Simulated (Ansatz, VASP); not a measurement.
**One calculation of C, two programs**

Contents of INCAR:

```
ALGO = Normal
EDIFF = 1E-7
ENCUT = 520
GGA = PE
ISIF = 2
ISMEAR = 0
LASPH = T
LCHARG = F
LREAL = Auto
LWAVE = F
NBANDS = 43
NELM = 100
PREC = Accurate
SIGMA = 0.05
```

File KPOINTS:

```
k-points
0
Gamma
  6 6 6
```

File POSCAR:

```
C
1.0
    3.5715485858      0.0000000000     -3.5715485858
    0.0000000000      3.5715485858     -3.5715485858
    3.5715485858      3.5715485858      0.0000000000
C
15
Direct
    0.2500000000      0.2500000000      0.2500000000
    0.2500000000      0.7500000000      0.7500000000
    0.2500000000      0.7500000000      0.2500000000
    0.7500000000      0.2500000000      0.7500000000
    0.7500000000      0.2500000000      0.2500000000
    0.7500000000      0.7500000000      0.7500000000
    0.7500000000      0.7500000000      0.2500000000
    0.1250000000      0.1250000000      0.1250000000
    0.1250000000      0.1250000000      0.6250000000
    0.1250000000      0.6250000000      0.1250000000
    0.0118470477      0.4843750000      0.7518889761
    0.6250000000      0.1250000000      0.1250000000
    0.6250000000      0.1250000000      0.6250000000
    0.6250000000      0.6250000000      0.1250000000
    0.6250000000      0.6250000000      0.6250000000
```

Input for Ansatz:

```yaml
crystal:
  lattice:
    - [3.5715485858, 0.0, -3.5715485858]
    - [0.0, 3.5715485858, -3.5715485858]
    - [3.5715485858, 3.5715485858, 0.0]
  atoms:
    - { symbol: C, position: [0.25, 0.25, 0.25] }
    - { symbol: C, position: [0.25, 0.75, 0.75] }
    - { symbol: C, position: [0.25, 0.75, 0.25] }
    - { symbol: C, position: [0.75, 0.25, 0.75] }
    - { symbol: C, position: [0.75, 0.25, 0.25] }
    - { symbol: C, position: [0.75, 0.75, 0.75] }
    - { symbol: C, position: [0.75, 0.75, 0.25] }
    - { symbol: C, position: [0.125, 0.125, 0.125] }
    - { symbol: C, position: [0.125, 0.125, 0.625] }
    - { symbol: C, position: [0.125, 0.625, 0.125] }
    - { symbol: C, position: [0.0118470477, 0.484375, 0.7518889761] }
    - { symbol: C, position: [0.625, 0.125, 0.125] }
    - { symbol: C, position: [0.625, 0.125, 0.625] }
    - { symbol: C, position: [0.625, 0.625, 0.125] }
    - { symbol: C, position: [0.625, 0.625, 0.625] }
basis:
  ecutwfc: 420
kpoints:
  mp_grid: { grid: [6, 6, 6] }
hamiltonian:
  xc: pbe
  pseudopotentials: { kind: paw, azcp: { folder: soft_1 } }
scf:
  occupations: { method: gaussian, width: 0.05 }
output:
  forces: true
  stress: true
  eigenvalues: true
  write_density: true
  write_potential: true
  elf: true
  volumetric_format: npy
```

Change from the starting cell: C vacancy; atom 11 moved 0.375 of the way to it and +0.700 Å across, host rigid.

Alike in both runs: task single point; functional PBE; k mesh 6 × 6 × 6; occupations gaussian, width 0.05 eV; no spin polarisation.

|  | VASP | Ansatz |
| --- | --- | --- |
| version | VASP 6.6.1 | Ansatz 0.2.0 |
| potentials or method | VASP PAW PBE potentials, release 64 (C), cutoff 520 eV | scalar-relativistic, plane waves, PAW |
| valence electrons in the cell | 60 | 60 |

|  | VASP | Ansatz | Ansatz less VASP |
| --- | --- | --- | --- |
| gap on the k mesh at the Fermi level (eV) | none | none | - |
| pressure (GPa) | 2.7 | 1.7 | -0.91 |
| traceless stress, the component that is largest in VASP (GPa) | -16.66 | -16.67 | -0.011 |
| rms of the force components (eV/Å) | 2.494 | 2.486 | -0.0074 |

Atom by atom the forces differ by 0.018 eV/Å (rms over components). A gap of «none» marks a metal or a gap that the smearing closes. With one functional, cell and mesh, what is left measures potentials, basis and numerics.
